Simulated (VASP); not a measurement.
Sb:

```
Sb
1.0
     7.56125    0.00000    0.00000
     0.00000    7.56125    0.00000
     0.00000    0.00000    2.77259
Sb
6
Direct
  0.17680 0.32320 0.00000
  0.32320 0.82320 0.00000
  0.82320 0.67680 0.00000
  0.67680 0.17680 0.00000
  0.00000 0.00000 0.00000
  0.50000 0.50000 0.00000
```

| Quantity | Value |
| --- | --- |
| Program | VASP 6.6.1 |
| Task | relaxation of cell and atoms |
| Functional | PBE |
| Potentials or basis | VASP PAW PBE potentials, release 64 (Sb) |
| Cutoff | 600 eV |
| k mesh | 2 × 2 × 6 |
| Occupations | gaussian, width 0.1 eV |
| Spin | no spin polarisation |

At the start: pressure 21.2 GPa; volume 26.42 Å³/atom.

Task: Where does the relaxation end?

Result: Over 14 steps the energy falls by 600.0 meV/atom and the volume is 33.34 Å³/atom (+26.2 %); space group P4/mbm (No. 127, to 0.05 Å).

Step by step:
```csv
step,energy change (eV),largest force (eV/Å),pressure (GPa),volume (Å³)
1,0.0000,1.2386,21.16,158.52
2,-1.4530,0.1531,-5.99,252.72
3,-2.5538,0.4843,-0.16,206.05
4,-2.5539,0.4939,0.06,205.02
5,-2.6095,0.3555,-0.05,206.19
6,-2.6115,0.3759,-0.05,206.02
7,-2.6474,0.3821,-0.20,206.06
8,-2.7567,0.3928,-0.68,206.18
9,-3.0009,0.5645,-1.39,206.40
10,-3.5681,0.0132,-1.41,206.74
11,-3.5533,0.5084,0.73,198.38
12,-3.5872,0.1697,-0.53,202.99
13,-3.5972,0.0739,-0.25,201.42
14,-3.5998,0.0024,0.00,200.04
```

Final structure:
```yaml
crystal:
  lattice:
    - [8.02680, 0.00000, 0.00000]
    - [0.00000, 8.02680, 0.00000]
    - [0.00000, 0.00000, 3.10483]
  atoms:
    - { symbol: Sb, position: [0.13073, 0.36927, 0.00000] }
    - { symbol: Sb, position: [0.36927, 0.86927, 0.00000] }
    - { symbol: Sb, position: [0.86927, 0.63073, 0.00000] }
    - { symbol: Sb, position: [0.63073, 0.13073, 0.00000] }
    - { symbol: Sb, position: [0.00000, 0.00000, 0.00000] }
    - { symbol: Sb, position: [0.50000, 0.50000, 0.00000] }
```

Caveat: the k points lie up to 0.39 Å⁻¹ apart in the final cell; the volume moved by over 15 % at a fixed basis, so the end points are rough.
